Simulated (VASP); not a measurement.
Input of a VASP 6.6.1 run:

INCAR

```
PREC     = Accurate       # precision mode
ENCUT    = 500            # plane-wave cutoff, eV
EDIFF    = 1E-6           # SCF threshold, eV
ISMEAR   = -1             # smearing method
SIGMA    = 0.05           # smearing width, eV
LREAL    = F              # projectors in reciprocal space
LASPH    = T              # aspherical terms in the spheres
NELM     = 120            # most SCF steps
ALGO     = Normal         # electronic algorithm
ISIF     = 2              # what is computed and relaxed
LWAVE    = F              # write WAVECAR
LCHARG   = F              # write CHGCAR
NBANDS   = 20             # bands
GGA_COMPAT= F
```

File KPOINTS:

```
regular mesh
0
Gamma
  11 11 9
```

Contents of POSCAR:

```
Ga
1.0
    1.3830000000     -4.0265000000      0.0000000000
    1.3830000000      4.0265000000      0.0000000000
   -0.1174474948      0.0000000000      3.3299294416
Ga
2
Direct
    0.8690000000      0.1310000000      0.2500000000
    0.1310000000      0.8690000000      0.7500000000
```

Potentials or basis: VASP PAW LDA potentials, release 64 (Ga_d).

Run with:

```sh
$ cat potpaw_LDA.64/Ga_d/POTCAR > POTCAR
$ mpirun -np 1 vasp_std > vasp.out
```

Task: Predict the pressure.

Result: -3.7 GPa.

Task: Estimate the largest force.

Result: 0.208 eV/Å.

Task: What does it give for the band gap on the k mesh?

Result: Zero (bands 13 and 14 overlap by 7.85 eV).

Forces on the atoms (eV/Å):
```
Ga   0.000  0.208  0.000
Ga   0.000 -0.208  0.000
```

Caveat: the cell stands under tension.
